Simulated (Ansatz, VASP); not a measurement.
# One calculation of Te2Mo, two programs

```
Te Mo
1.0
     3.67909    0.00000    0.00000
    -1.83954    3.03446    0.00000
     0.00000    0.00000   33.27021
Te Mo
2 1
Direct
  0.33196 0.66393 0.44638
  0.33196 0.66393 0.55362
  0.66941 0.33882 0.50000
```

Change from the starting cell: strain along x +0.050, atoms relaxed.

Alike in both runs: functional PBE; dispersion D3(BJ); k mesh 12 × 12 × 1; occupations gaussian, width 0.02 eV; no spin polarisation.

Ansatz relaxed the structure, and its values are those at the end. VASP's run is a single point on that final structure, the one shown.

|  | VASP | Ansatz |
| --- | --- | --- |
| version | VASP 6.6.1 | Ansatz 0.2.0 |
| potentials or method | VASP PAW PBE potentials, release 64 (Te, Mo_sv), cutoff 520 eV | scalar-relativistic, plane waves, PAW |
| valence electrons in the cell | 26 | 46 |

```tsv
	VASP	Ansatz	Ansatz less VASP
gap on the k mesh at the Fermi level (eV)	0.98	0.98	+0.001
least direct gap on the mesh (eV)	0.98	0.98	+0.001
rms of the force components (eV/Å)	0.008	0.001	-0.0063
```

VASP's potentials hold 26 valence electrons a cell and Ansatz's 46, so a difference there can come from the potentials and not from the codes. Ansatz's warnings: stress scf threshold loose.

Neither program's run includes spin-orbit coupling.
